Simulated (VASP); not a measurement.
AlN: single point with PBEsol

AlN:

```
CELL_PARAMETERS angstrom
3.11383 0.00000 0.00000
-1.55692 2.69666 0.00000
0.00000 0.00000 4.98356
ATOMIC_POSITIONS crystal
Al 0.33333 0.66667 0.99650
Al 0.66667 0.33333 0.49650
N 0.33333 0.66667 0.37850
N 0.66667 0.33333 0.87850
```

```json
{"Program": "VASP 6.6.1", "Task": "single point", "Functional": "PBEsol", "Potentials or basis": "VASP PAW PBE potentials, release 64 (Al, N)", "Cutoff": "520 eV", "k mesh": "9 × 9 × 6", "Occupations": "gaussian, width 0.02 eV", "Spin": "no spin polarisation", "Dipole correction": "no", "Further INCAR settings": "ALGO = Normal; EDIFF = 1e-07; NBANDS = 16"}
```

```json
{
  "Pressure": "0.0 GPa",
  "Band gap on the k mesh": "4.11 eV, direct"
}
```

Levels at points of the mesh, in eV from the valence-band top:
| k point | band 5 | band 6 | band 7 | band 8 | band 9 | band 10 | band 11 | band 12 |
| --- | --- | --- | --- | --- | --- | --- | --- | --- |
| (0.00, 0.00, 0.00) | -0.88 | -0.22 | -0.22 | 0.00 | 4.11 | 6.55 | 10.49 | 11.02 |
| (0.00, 0.00, 0.50) | -0.56 | -0.56 | -0.56 | -0.56 | 6.36 | 6.36 | 10.20 | 10.20 |

It took 9.4 s on 1 thread of Intel(R) Xeon(R) 6975P-C (Granite Rapids), on a shared host, peak memory 0.16 GiB.

Caveat: the PAW data sets were made with another functional, which shifts forces and pressure a little. A k mesh can miss the band edges.
